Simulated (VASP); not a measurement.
# Mo (Fd-3m) in VASP: relaxation of cell and atoms with PBEsol

Aim: the relaxation of cell and atoms of Mo with PBEsol.

Everything below comes from runs of VASP 6.6.1. Logs are shortened: lines on timing, memory, paths and dates and some standing lists are left out, and cuts for length are marked.

## Step 1: The cell of the first run

It takes space group Fd-3m (No. 227, cubic). Conventional cell: a = 5.355 Å, b = 5.355 Å, c = 5.355 Å, α = 90.00°, β = 90.00°, γ = 90.00°. Within 3.1 Å of Mo (site symmetry -43m) lie 4 Mo at 2.32 Å.

## Step 2: Relaxation of cell and atoms, PBEsol

File INCAR:

```
PREC = Accurate
ENCUT = 600
EDIFF = 1E-6
ISMEAR = -1
SIGMA = 0.08
LREAL = F
LASPH = T
NELM = 80
ALGO = Normal
ISIF = 3
LWAVE = F
LCHARG = F
GGA = PS
IBRION = 2
NSW = 60
EDIFFG = -0.005
```

File KPOINTS:

```
Automatic mesh
0
Gamma
  12 12 12
```

File POSCAR:

```
Mo
1.0
    0.0000000000      2.6774993382      2.6774993382
    2.6774993382      0.0000000000      2.6774993382
    2.6774993382      2.6774993382      0.0000000000
Mo
2
Direct
   -0.1250000000     -0.1250000000     -0.1250000000
    0.1250000000      0.1250000000      0.1250000000
```

Potentials or basis: VASP PAW PBE potentials, release 64 (Mo_sv).

Launch:

```bash
$ cat potpaw_PBE.64/Mo_sv/POTCAR > POTCAR
$ mpirun -np 1 vasp_std > vasp.out
```

OUTCAR:

```text
PREC = Accurate
   ENCUT = 600
   EDIFF = 1E-6
   ISMEAR = -1
   LREAL = F
   LASPH = T
   NELM = 80
   ISIF = 3
   GGA = PS
   IBRION = 2
   NSW = 60
   EDIFFG = -0.005

 ion  position               nearest neighbor table
   1  0.875  0.875  0.875-   2 2.32   2 2.32   2 2.32   2 2.32
   2  0.125  0.125  0.125-   1 2.32   1 2.32   1 2.32   1 2.32

  LATTYP: Found a face centered cubic cell.
 ALAT       =     5.3549986764

  Lattice vectors:

 A1 = (   0.0000000000,   2.6774993382,   2.6774993382)
 A2 = (   2.6774993382,   0.0000000000,   2.6774993382)
 A3 = (   2.6774993382,   2.6774993382,   0.0000000000)

Analysis of symmetry for initial positions (statically):
=====================================================================
 Subroutine PRICEL returns:
 Original cell was already a primitive cell.

 Routine SETGRP: Setting up the symmetry group for a
 face centered cubic supercell.

 Subroutine GETGRP returns: Found 48 space group operations
 (whereof 12 operations were pure point group operations)
 out of a pool of 48 trial point group operations.

The static configuration has the point symmetry D_3d.
 The point group associated with its full space group is O_h .

Analysis of symmetry for dynamics (positions and initial velocities):
=====================================================================
 Subroutine PRICEL returns:
 Original cell was already a primitive cell.

 Routine SETGRP: Setting up the symmetry group for a
 face centered cubic supercell.

 Subroutine GETGRP returns: Found 48 space group operations
 (whereof 12 operations were pure point group operations)
 out of a pool of 48 trial point group operations.

The dynamic configuration has the point symmetry D_3d.
 The point group associated with its full space group is O_h .

 Subroutine INISYM returns: Found 48 space group operations
 (whereof 12 operations are pure point group operations),
 and found     1 'primitive' translations

----------------------------------------------------------------------------------------

                                     Primitive cell

  volume of cell :      38.3900

  direct lattice vectors                    reciprocal lattice vectors
     0.000000000  2.677499338  2.677499338    -0.186741409  0.186741409  0.186741409
     2.677499338  0.000000000  2.677499338     0.186741409 -0.186741409  0.186741409
     2.677499338  2.677499338  0.000000000     0.186741409  0.186741409 -0.186741409

  length of vectors
     3.786555877  3.786555877  3.786555877     0.323445609  0.323445609  0.323445609

  position of ions in fractional coordinates (direct lattice)
     0.875000000  0.875000000  0.875000000
     0.125000000  0.125000000  0.125000000

  ion indices of the primitive-cell ions
   primitive index   ion index
                 1           1
                 2           2

----------------------------------------------------------------------------------------

 KPOINTS: Automatic mesh

Automatic generation of k-mesh.
 Grid dimensions read from file:
 generate k-points for:   12   12   12

 Generating k-lattice:

  Cartesian coordinates                     Fractional coordinates (reciprocal lattice)
    -0.015561784  0.015561784  0.015561784     0.083333333  0.000000000  0.000000000
     0.015561784 -0.015561784  0.015561784     0.000000000  0.083333333  0.000000000
     0.015561784  0.015561784 -0.015561784     0.000000000  0.000000000  0.083333333

  Length of vectors
     0.026953801  0.026953801  0.026953801

  Shift w.r.t. Gamma in fractional coordinates (k-lattice)
     0.000000000  0.000000000  0.000000000

 Subroutine IBZKPT returns following result:
 ===========================================

 Found     72 irreducible k-points:

 Following reciprocal coordinates:
            Coordinates               Weight
  0.000000  0.000000  0.000000      1.000000
  0.083333  0.000000  0.000000      8.000000
  0.166667  0.000000  0.000000      8.000000
  0.250000  0.000000  0.000000      8.000000
  0.333333  0.000000  0.000000      8.000000
  0.416667  0.000000  0.000000      8.000000
[... 16 lines left out ...]
  0.500000  0.166667  0.000000     24.000000
 -0.416667  0.166667  0.000000     24.000000
 [... further k-points ...]
   k-points           NKPTS =     72   k-points in BZ     NKDIM =     72   number of bands    NBANDS=     18
   number of dos      NEDOS =    301   number of ions     NIONS =      2
   total plane-waves  NPLWV =  27000
   dimension x,y,z NGX =    30 NGY =   30 NGZ =   30
   dimension x,y,z NGXF=    60 NGYF=   60 NGZF=   60
   ions per type =               2
   NGX,Y,Z   is equivalent  to a cutoff of  13.17, 13.17, 13.17 a.u.
   NGXF,Y,Z  is equivalent  to a cutoff of  26.34, 26.34, 26.34 a.u.
 SYSTEM =  unknown system
   PREC   = accura    normal or accurate (medium, high low for compatibility)
   ISTART =      0    job   : 0-new  1-cont  2-samecut
   ICHARG =      2    charge: 1-file 2-atom 10-const
   ISPIN  =      1    spin polarized calculation?
   LNONCOLLINEAR =      F non collinear calculations
   LSORBIT =      F    spin-orbit coupling
   LASPH  =      T    aspherical Exc in radial PAW
   ENCUT  =  600.0 eV  44.10 Ry    6.64 a.u.   7.56  7.56  7.56*2*pi/ulx,y,z
   NELM   =     80;   NELMIN=  2; NELMDL= -5     # of ELM steps
   EDIFF  = 0.1E-05   stopping-criterion for ELM
   LREAL  =      F    real-space projection
   EDIFFG = -.5E-02   stopping-criterion for IOM
   NSW    =     60    number of steps for IOM
   IBRION =      2    ionic relax: 0-MD 1-quasi-New 2-CG
   NFREE  =      1    steps in history (QN), initial steepest desc. (CG)
   ISIF   =      3    stress and relaxation
   ISYM   =      2    0-nonsym 1-usesym 2-fastsym
   POTIM  = 0.5000    time-step for ionic-motion
   TEBEG  =    0.0;   TEEND  =   0.0 temperature during run
   PSTRESS=    0.0 pullay stress
   NELECT =      28.0000    total number of electrons
   NUPDOWN=      -1.0000    fix difference up-down
   EMIN   =  10.00;   EMAX   =-10.00  energy-range for DOS
   EFERMI =   0.00;   METHOD = LEGACY
   ISMEAR =    -1;   SIGMA  =   0.08  broadening in eV -4-tet -1-fermi 0-gaus
   EFERMI_NEDOS =   21; number of points for ismear=-14 and -15
   IALGO  =     38    algorithm
   IMIX   =      4    mixing-type and parameters
     AMIX     =   0.40;   BMIX     =  1.00
     AMIX_MAG =   1.60;   BMIX_MAG =  1.00
  volume/ion in A,a.u.               =      19.20       129.53
  Fermi-wavevector in a.u.,A,eV,Ry     =   1.473629  2.784755 29.546170  2.171582
  Thomas-Fermi vector in A             =   2.588499
   LORBIT       =      0    0 simple, 1 ext, 2 COOP (PROOUT), +10 PAW based schemes
   GGA     = PS    functional components
   LHFCALC =     F    Hartree Fock is set to
   AEXX    =    0.0000 exact exchange contribution
   IVDW    =     0    specifies the selected vdW correction
   LEPSILON=     F    determine dielectric tensor
   LRPA    =     F    only Hartree local field effects (RPA)
 conjugate gradient relaxation of ions
 non-spin polarized calculation
  energy-cutoff  :      600.00
  volume of cell :       38.39
 maximum number of plane-waves:      1303
   NGX = 15   NGY = 15   NGZ = 15

--------------------------------------- Ionic step        1  -------------------------------------------

 number of electron      28.0000002 magnetization

 Free energy of the ion-electron system (eV)
  ---------------------------------------------------
  ext. energy  EPLUGINS =         0.00000000
  ---------------------------------------------------
  free energy    TOTEN  =       -18.43392351 eV

  energy without entropy =      -18.38803905  energy(sigma->0) =      -18.41098128

------------------------ aborting loop because EDIFF is reached ----------------------------------------

  FORCE on cell =-STRESS in cart. coord.  units (eV):
  Direction    XX          YY          ZZ          XY          YZ          ZX
  --------------------------------------------------------------------------------------
  -------------------------------------------------------------------------------------
  Total        5.5201082      5.5201082      5.5201082      0.0000000      0.0000000     -0.0000000
  in kB      230.3775012    230.3775012    230.3775012      0.0000000      0.0000000     -0.0000000
  external PRESSURE =     230.3775012 kB  Pullay stress =       0.0000000 kB
[... 89 lines left out ...]
  FREE ENERGIE OF THE ION-ELECTRON SYSTEM (eV)
  ---------------------------------------------------
  free  energy   TOTEN  =       -18.8114435789 eV

  energy  without entropy=      -18.7555493709  energy(sigma->0) =      -18.78349647

[... ionic steps 4 to 24 ...]

--------------------------------------- Ionic step       25  -------------------------------------------

 number of electron      28.0000000 magnetization

------------------------ aborting loop because EDIFF is reached ----------------------------------------

  FORCE on cell =-STRESS in cart. coord.  units (eV):
  Direction    XX          YY          ZZ          XY          YZ          ZX
  --------------------------------------------------------------------------------------
  -------------------------------------------------------------------------------------
  Total       -0.0308664     -0.0308664     -0.0308664      0.0000000      0.0000000      0.0000000
  in kB       -1.1132842     -1.1132842     -1.1132842      0.0000000      0.0000000      0.0000000
  external PRESSURE =      -1.1132842 kB  Pullay stress =       0.0000000 kB
[... 57 lines left out ...]
  energy  without entropy=      -18.7575790998  energy(sigma->0) =      -18.78517248

--------------------------------------- Ionic step       27  -------------------------------------------

 number of electron      27.9999999 magnetization

 Free energy of the ion-electron system (eV)
  ---------------------------------------------------
  ext. energy  EPLUGINS =         0.00000000
  ---------------------------------------------------
  free energy    TOTEN  =       -18.81278074 eV

  energy without entropy =      -18.75768923  energy(sigma->0) =      -18.78523498

 E-fermi :   7.1451     XC(G=0): -11.1977

 val. band max:        7.1296254063   @ k =  -0.3333   0.5000   0.1667
 cond. band min:       7.1455073118   @ k =   0.3333   0.0833   0.0000
 fundamental gap:      0.0158819055
 Fermi energy:         7.1451104665

 k-point     1 :       0.0000    0.0000    0.0000
  band No.  band energies     occupation
      1     -53.2596      2.00000
      2     -52.4866      2.00000
      3     -27.7061      2.00000
      4     -27.7061      2.00000
      5     -27.7061      2.00000
      6     -26.4904      2.00000
[... 10 lines left out ...]
     17       8.4960      0.00000
     18      11.7032      0.00000
[... 466 lines left out ...]
      2     -52.7174      2.00000
      3     -27.9625      2.00000
      4     -27.8767      2.00000
      5     -27.5285      2.00000
      6     -26.6577      2.00000
[... 10 lines left out ...]
     17       9.3025      0.00000
     18      10.6793      0.00000

 [... further k-points ...]

------------------------ aborting loop because EDIFF is reached ----------------------------------------

  FORCE on cell =-STRESS in cart. coord.  units (eV):
  Direction    XX          YY          ZZ          XY          YZ          ZX
  --------------------------------------------------------------------------------------
  -------------------------------------------------------------------------------------
  Total       -0.0060405     -0.0060405     -0.0060405      0.0000000     -0.0000000      0.0000000
  in kB       -0.2181883     -0.2181883     -0.2181883      0.0000000     -0.0000000      0.0000000
  external PRESSURE =      -0.2181883 kB  Pullay stress =       0.0000000 kB
[... 17 lines left out ...]
  FREE ENERGIE OF THE ION-ELECTRON SYSTEM (eV)
  ---------------------------------------------------
  free  energy   TOTEN  =       -18.8127807409 eV

  energy  without entropy=      -18.7576892254  energy(sigma->0) =      -18.78523498

 reached required accuracy - stopping structural energy minimisation
```

It took 4.3 min on 1 thread of Intel Xeon 6975P-C (Granite Rapids), shared host; peak memory 0.21 GiB.

What came out:

| Item | Value |
| --- | --- |
| Free energy | -18.8128 eV |
| Relaxed volume | 22.18 Å³/atom |
| Relaxed cell | a = 3.973 Å, b = 3.973 Å, c = 3.973 Å, α = 60.00°, β = 60.00°, γ = 60.00° |
| Space group after relaxing (to 0.05 Å) | Fd-3m (No. 227) |
| Energy gained by relaxing | 189.4 meV/atom |
| Ionic steps | 27 |
| Pressure after relaxing | 0.0 GPa |
| Band gap on the k mesh | zero (band 14 reaches 7.41 eV, above the bottom of band 15 at 6.92 eV) |

The path:
```tsv
step	energy change (eV)	largest force (eV/Å)	pressure (GPa)	volume (Å³)
1	0.0000	0.0000	23.04	38.39
2	0.3614	0.0000	-17.03	55.86
3	-0.3775	0.0000	-1.05	44.77
4	-0.3788	0.0000	-0.18	44.43
5	-0.3788	0.0000	0.05	44.30
6	-0.3788	0.0000	0.16	44.30
7	-0.3788	0.0000	0.16	44.30
8	-0.3788	0.0000	0.15	44.30
9	-0.3788	0.0000	0.15	44.30
10	-0.3788	0.0000	0.15	44.30
11	-0.3788	0.0000	0.15	44.30
12	-0.3788	0.0000	0.15	44.30
13	-0.3788	0.0000	0.15	44.30
14	-0.3788	0.0000	0.15	44.30
15	-0.3788	0.0000	0.15	44.30
16	-0.3788	0.0000	0.15	44.30
17	-0.3788	0.0000	0.16	44.30
18	-0.3788	0.0000	0.16	44.30
19	-0.3788	0.0000	0.17	44.31
20	-0.3788	0.0000	0.17	44.31
21	-0.3788	0.0000	0.14	44.31
22	-0.3788	0.0000	0.13	44.32
23	-0.3789	0.0000	0.10	44.33
24	-0.3789	0.0000	0.04	44.36
25	-0.3788	0.0000	-0.11	44.42
26	-0.3788	0.0000	-0.13	44.40
27	-0.3789	0.0000	-0.02	44.36
```

Final structure:
```cif
data_structure
_symmetry_space_group_name_H-M 'P 1'
_symmetry_Int_Tables_number 1
_cell_length_a 3.9733
_cell_length_b 3.9733
_cell_length_c 3.9733
_cell_angle_alpha 60.000
_cell_angle_beta 60.000
_cell_angle_gamma 60.000
_cell_volume 44.36
loop_
_atom_site_label
_atom_site_type_symbol
_atom_site_fract_x
_atom_site_fract_y
_atom_site_fract_z
_atom_site_occupancy
Mo1 Mo 0.87500 0.87500 0.87500 1
Mo2 Mo 0.12500 0.12500 0.12500 1
```

Levels at points of the mesh, in eV from the Fermi level:
```tsv
k point	band 10	band 11	band 12	band 13	band 14	band 15	band 16	band 17	band 18
(0.00, 0.00, 0.00)	-2.35	-2.35	-1.37	-1.37	-1.37	1.35	1.35	1.35	4.56
(0.50, 0.00, 0.00)	-2.21	-2.09	-2.09	-1.66	-1.66	0.38	2.38	2.38	3.80
(0.50, 0.50, 0.00)	-3.19	-1.61	-1.61	0.04	0.04	0.55	0.55	4.12	4.12
```

Caveat: the volume moved by over 15 % at a fixed basis, so the end points are rough; the PAW data sets were made with another functional, which shifts forces and pressure a little.
